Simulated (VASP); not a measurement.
# KCl (Pm-3m) in VASP: notebook

KCl is run at these levels: PBEsol; tasks: single point.

Everything below comes from runs of VASP 6.6.1. Logs are shortened: lines on timing, memory, paths and dates and some standing lists are left out, and cuts for length are marked.

### 1 The cell of the first run

The structure is cubic, space group Pm-3m (No. 221). Conventional cell: a = 3.610 Å, b = 3.610 Å, c = 3.610 Å, α = 90.00°, β = 90.00°, γ = 90.00°. Within 4.1 Å of K (site symmetry m-3m) lie 8 Cl at 3.13 Å and 6 K at 3.61 Å. Within 4.1 Å of Cl (site symmetry m-3m) lie 8 K at 3.13 Å and 6 Cl at 3.61 Å.

### 2 Single point, PBEsol (volume scaled by 0.98)

INCAR

```
  PREC = Accurate
  ENCUT = 520
  EDIFF = 1E-7
  ISMEAR = -1
  SIGMA = 0.02
  LREAL = False
  LASPH = True
  NELM = 100
  ALGO = Normal
  ISIF = 2
  LWAVE = False
  LCHARG = True
  GGA = PS
  LELF = True
  LVHAR = True
  NBANDS = 15
```

KPOINTS

```
regular mesh
0
Gamma
  7 7 7
```

POSCAR

```
KCl
1.0
    3.6096100034      0.0000000000      0.0000000000
    0.0000000000      3.6096100034      0.0000000000
    0.0000000000      0.0000000000      3.6096100034
K Cl
1 1
Direct
    0.0000000000      0.0000000000      0.0000000000
    0.5000000000      0.5000000000      0.5000000000
```

Potentials or basis: VASP PAW PBE potentials, release 64 (K_sv, Cl).

Command:

```
$ cat potpaw_PBE.64/K_sv/POTCAR potpaw_PBE.64/Cl/POTCAR > POTCAR
$ mpirun -np 1 vasp_std > vasp.out
```

OUTCAR:

```text
PREC = Accurate
   ENCUT = 520
   EDIFF = 1E-7
   ISMEAR = -1
   LREAL = False
   LASPH = True
   NELM = 100
   ISIF = 2
   GGA = PS

 ion  position               nearest neighbor table
   1  0.000  0.000  0.000-   2 3.13   2 3.13   2 3.13   2 3.13   2 3.13   2 3.13   2 3.13   2 3.13

   2  0.500  0.500  0.500-   1 3.13   1 3.13   1 3.13   1 3.13   1 3.13   1 3.13   1 3.13   1 3.13

  LATTYP: Found a simple cubic cell.
 ALAT       =     3.6096100034

  Lattice vectors:

 A1 = (   3.6096100034,   0.0000000000,   0.0000000000)
 A2 = (   0.0000000000,   3.6096100034,   0.0000000000)
 A3 = (   0.0000000000,   0.0000000000,   3.6096100034)

Analysis of symmetry for initial positions (statically):
=====================================================================
 Subroutine PRICEL returns:
 Original cell was already a primitive cell.

 Routine SETGRP: Setting up the symmetry group for a
 simple cubic supercell.

 Subroutine GETGRP returns: Found 48 space group operations
 (whereof 48 operations were pure point group operations)
 out of a pool of 48 trial point group operations.

The static configuration has the point symmetry O_h .

Analysis of symmetry for dynamics (positions and initial velocities):
=====================================================================
 Subroutine PRICEL returns:
 Original cell was already a primitive cell.

 Routine SETGRP: Setting up the symmetry group for a
 simple cubic supercell.

 Subroutine GETGRP returns: Found 48 space group operations
 (whereof 48 operations were pure point group operations)
 out of a pool of 48 trial point group operations.

The dynamic configuration has the point symmetry O_h .

 Subroutine INISYM returns: Found 48 space group operations
 (whereof 48 operations are pure point group operations),
 and found     1 'primitive' translations

----------------------------------------------------------------------------------------

                                     Primitive cell

  volume of cell :      47.0306

  direct lattice vectors                    reciprocal lattice vectors
     3.609610003  0.000000000  0.000000000     0.277038239  0.000000000  0.000000000
     0.000000000  3.609610003  0.000000000     0.000000000  0.277038239  0.000000000
     0.000000000  0.000000000  3.609610003     0.000000000  0.000000000  0.277038239

  length of vectors
     3.609610003  3.609610003  3.609610003     0.277038239  0.277038239  0.277038239

  position of ions in fractional coordinates (direct lattice)
     0.000000000  0.000000000  0.000000000
     0.500000000  0.500000000  0.500000000

  ion indices of the primitive-cell ions
   primitive index   ion index
                 1           1
                 2           2

----------------------------------------------------------------------------------------

 KPOINTS: regular mesh

Automatic generation of k-mesh.
 Grid dimensions read from file:
 generate k-points for:    7    7    7

 Generating k-lattice:

  Cartesian coordinates                     Fractional coordinates (reciprocal lattice)
     0.039576891  0.000000000  0.000000000     0.142857143  0.000000000  0.000000000
     0.000000000  0.039576891  0.000000000     0.000000000  0.142857143  0.000000000
     0.000000000  0.000000000  0.039576891     0.000000000  0.000000000  0.142857143

  Length of vectors
     0.039576891  0.039576891  0.039576891

  Shift w.r.t. Gamma in fractional coordinates (k-lattice)
     0.000000000  0.000000000  0.000000000

 Subroutine IBZKPT returns following result:
 ===========================================

 Found     20 irreducible k-points:

 Following reciprocal coordinates:
            Coordinates               Weight
  0.000000  0.000000  0.000000      1.000000
  0.142857  0.000000  0.000000      6.000000
  0.285714  0.000000  0.000000      6.000000
  0.428571  0.000000  0.000000      6.000000
  0.142857  0.142857  0.000000     12.000000
  0.285714  0.142857  0.000000     24.000000
[... 12 lines left out ...]
  0.428571  0.428571  0.285714     24.000000
  0.428571  0.428571  0.428571      8.000000
   k-points           NKPTS =     20   k-points in BZ     NKDIM =     20   number of bands    NBANDS=     15
   number of dos      NEDOS =    301   number of ions     NIONS =      2
   total plane-waves  NPLWV =  21952
   dimension x,y,z NGX =    28 NGY =   28 NGZ =   28
   dimension x,y,z NGXF=    56 NGYF=   56 NGZF=   56
   ions per type =               1   1
   NGX,Y,Z   is equivalent  to a cutoff of  12.90, 12.90, 12.90 a.u.
   NGXF,Y,Z  is equivalent  to a cutoff of  25.79, 25.79, 25.79 a.u.
 SYSTEM =  unknown system
   PREC   = accura    normal or accurate (medium, high low for compatibility)
   ISTART =      0    job   : 0-new  1-cont  2-samecut
   ICHARG =      2    charge: 1-file 2-atom 10-const
   ISPIN  =      1    spin polarized calculation?
   LNONCOLLINEAR =      F non collinear calculations
   LSORBIT =      F    spin-orbit coupling
   LASPH  =      T    aspherical Exc in radial PAW
   ENCUT  =  520.0 eV  38.22 Ry    6.18 a.u.   6.71  6.71  6.71*2*pi/ulx,y,z
   NELM   =    100;   NELMIN=  2; NELMDL= -5     # of ELM steps
   EDIFF  = 0.1E-06   stopping-criterion for ELM
   LREAL  =      F    real-space projection
   EDIFFG = 0.1E-05   stopping-criterion for IOM
   NSW    =      0    number of steps for IOM
   IBRION =     -1    ionic relax: 0-MD 1-quasi-New 2-CG
   NFREE  =      0    steps in history (QN), initial steepest desc. (CG)
   ISIF   =      2    stress and relaxation
   ISYM   =      2    0-nonsym 1-usesym 2-fastsym
   POTIM  = 0.5000    time-step for ionic-motion
   TEBEG  =    0.0;   TEEND  =   0.0 temperature during run
   PSTRESS=    0.0 pullay stress
   NELECT =      16.0000    total number of electrons
   NUPDOWN=      -1.0000    fix difference up-down
   EMIN   =  10.00;   EMAX   =-10.00  energy-range for DOS
   EFERMI =   0.00;   METHOD = LEGACY
   ISMEAR =    -1;   SIGMA  =   0.02  broadening in eV -4-tet -1-fermi 0-gaus
   EFERMI_NEDOS =   21; number of points for ismear=-14 and -15
   IALGO  =     38    algorithm
   IMIX   =      4    mixing-type and parameters
     AMIX     =   0.40;   BMIX     =  1.00
     AMIX_MAG =   1.60;   BMIX_MAG =  1.00
  volume/ion in A,a.u.               =      23.52       158.69
  Fermi-wavevector in a.u.,A,eV,Ry     =   1.142846  2.159667 17.770542  1.306098
  Thomas-Fermi vector in A             =   2.279543
   LORBIT       =      0    0 simple, 1 ext, 2 COOP (PROOUT), +10 PAW based schemes
   GGA     = PS    functional components
   LHFCALC =     F    Hartree Fock is set to
   AEXX    =    0.0000 exact exchange contribution
   IVDW    =     0    specifies the selected vdW correction
   LEPSILON=     F    determine dielectric tensor
   LRPA    =     F    only Hartree local field effects (RPA)
 non-spin polarized calculation
  energy-cutoff  :      520.00
  volume of cell :       47.03
 maximum number of plane-waves:      1309
 NGX is ok and might be reduce to    28
   NGX = 13   NGY = 13   NGZ = 13

 number of electron      16.0000006 magnetization

 Free energy of the ion-electron system (eV)
  ---------------------------------------------------
  ext. energy  EPLUGINS =         0.00000000
  ---------------------------------------------------
  free energy    TOTEN  =        -6.86782267 eV

  energy without entropy =       -6.86782267  energy(sigma->0) =       -6.86782267

 E-fermi :   0.5322     XC(G=0):  -9.1265

 val. band max:        0.0844611493   @ k =   0.4286   0.4286   0.0000
 cond. band min:       5.5895640827   @ k =   0.0000   0.0000   0.0000
 fundamental gap:      5.5051029333
 Fermi energy:         0.5322103058

 k-point     1 :       0.0000    0.0000    0.0000
  band No.  band energies     occupation
      1     -27.5128      2.00000
      2     -12.8356      2.00000
      3     -10.9170      2.00000
      4     -10.9170      2.00000
      5     -10.9170      2.00000
      6      -0.1220      2.00000
      7      -0.1220      2.00000
      8      -0.1220      2.00000
      9       5.5896      0.00000
     10       6.2963      0.00000
     11       6.2963      0.00000
     12      11.1967      0.00000
     13      11.1967      0.00000
     14      11.1967      0.00000
     15      14.4145      0.00000

 k-point     2 :       0.1429    0.0000    0.0000
  band No.  band energies     occupation
      1     -27.5046      2.00000
      2     -12.8793      2.00000
      3     -10.9052      2.00000
      4     -10.9052      2.00000
      5     -10.8875      2.00000
      6      -0.6329      2.00000
      7      -0.1358      2.00000
      8      -0.1358      2.00000
      9       6.1197      0.00000
     10       6.4919      0.00000
     11       6.8836      0.00000
     12      11.1204      0.00000
     13      11.1204      0.00000
     14      11.3189      0.00000
     15      13.4879      0.00000

 k-point     3 :       0.2857    0.0000    0.0000
  band No.  band energies     occupation
      1     -27.4860      2.00000
      2     -12.9831      2.00000
      3     -10.8786      2.00000
      4     -10.8786      2.00000
      5     -10.8055      2.00000
      6      -1.5493      2.00000
      7      -0.1686      2.00000
      8      -0.1686      2.00000
      9       7.0522      0.00000
     10       7.2302      0.00000
     11       8.2266      0.00000
     12      11.0600      0.00000
     13      11.0600      0.00000
     14      11.6334      0.00000
     15      11.7938      0.00000

 k-point     4 :       0.4286    0.0000    0.0000
  band No.  band energies     occupation
      1     -27.4710      2.00000
      2     -13.0706      2.00000
      3     -10.8570      2.00000
      4     -10.8570      2.00000
      5     -10.7248      2.00000
      6      -2.1588      2.00000
      7      -0.1966      2.00000
      8      -0.1966      2.00000
      9       7.7940      0.00000
     10       8.3691      0.00000
     11       9.1996      0.00000
     12      10.3773      0.00000
     13      11.1792      0.00000
     14      11.1792      0.00000
     15      11.9448      0.00000
[... 235 lines left out ...]
 k-point    18 :       0.4286    0.2857    0.2857
  band No.  band energies     occupation
      1     -27.4241      2.00000
      2     -12.5064      2.00000
      3     -11.1626      2.00000
      4     -11.0787      2.00000
      5     -11.0595      2.00000
      6      -1.5818      2.00000
      7      -1.2053      2.00000
      8      -0.9360      2.00000
      9       8.0821      0.00000
     10       8.6126      0.00000
     11       8.8633      0.00000
     12      10.3721      0.00000
     13      10.3888      0.00000
     14      10.8720      0.00000
     15      13.7296      0.00000

 k-point    19 :       0.4286    0.4286    0.2857
  band No.  band energies     occupation
      1     -27.4113      2.00000
      2     -12.3367      2.00000
      3     -11.2381      2.00000
      4     -11.2001      2.00000
      5     -11.0653      2.00000
      6      -1.5529      2.00000
      7      -1.5457      2.00000
      8      -1.0892      2.00000
      9       7.8890      0.00000
     10       8.9437      0.00000
     11       9.1029      0.00000
     12       9.8290      0.00000
     13      11.2615      0.00000
     14      11.3086      0.00000
     15      13.5295      0.00000

 k-point    20 :       0.4286    0.4286    0.4286
  band No.  band energies     occupation
      1     -27.3988      2.00000
      2     -12.2269      2.00000
      3     -11.2001      2.00000
      4     -11.1980      2.00000
      5     -11.1980      2.00000
      6      -1.6562      2.00000
      7      -1.6562      2.00000
      8      -1.5811      2.00000
      9       8.8398      0.00000
     10       9.2047      0.00000
     11       9.2047      0.00000
     12      10.7806      0.00000
     13      10.8224      0.00000
     14      10.8224      0.00000
     15      13.4366      0.00000

------------------------ aborting loop because EDIFF is reached ----------------------------------------

  FORCE on cell =-STRESS in cart. coord.  units (eV):
  Direction    XX          YY          ZZ          XY          YZ          ZX
  --------------------------------------------------------------------------------------
  -------------------------------------------------------------------------------------
  Total        0.9034615      0.9034615      0.9034615      0.0000000     -0.0000000      0.0000000
  in kB       30.7779294     30.7779294     30.7779294      0.0000000     -0.0000000      0.0000000
  external PRESSURE =      30.7779294 kB  Pullay stress =       0.0000000 kB

 VOLUME and BASIS-vectors are now :
 -----------------------------------------------------------------------------
  energy-cutoff  :      520.00
  volume of cell :       47.03
      direct lattice vectors                 reciprocal lattice vectors
     3.609610003  0.000000000  0.000000000     0.277038239  0.000000000  0.000000000
     0.000000000  3.609610003  0.000000000     0.000000000  0.277038239  0.000000000
     0.000000000  0.000000000  3.609610003     0.000000000  0.000000000  0.277038239

 POSITION                                       TOTAL-FORCE (eV/Angst)
 -----------------------------------------------------------------------------------
      0.00000      0.00000      0.00000         0.000000      0.000000      0.000000
      1.80481      1.80481      1.80481         0.000000      0.000000      0.000000
 -----------------------------------------------------------------------------------
    total drift:                               -0.000000      0.000000      0.000000

  FREE ENERGIE OF THE ION-ELECTRON SYSTEM (eV)
  ---------------------------------------------------
  free  energy   TOTEN  =        -6.8678226723 eV

  energy  without entropy=       -6.8678226722  energy(sigma->0) =       -6.86782267
```

It took 14 s on 1 thread of Intel Xeon Platinum 8259CL at 2.50GHz (Skylake/Cascade Lake), shared host; peak memory 0.15 GiB.

Results:

```yaml
Free_energy: -6.8678 eV
Pressure: 3.1 GPa
Band_gap_on_the_k_mesh: 5.51 eV, indirect (least direct gap 5.71 eV)
```

Levels at points of the mesh, in eV from the valence-band top:
```tsv
k point	band 5	band 6	band 7	band 8	band 9	band 10	band 11	band 12
(0.00, 0.00, 0.00)	-11.00	-0.21	-0.21	-0.21	5.51	6.21	6.21	11.11
```

Caveat: the PAW data sets were made with another functional, which shifts forces and pressure a little. A k mesh can miss the band edges.

(Continued in part 2 of 2.)
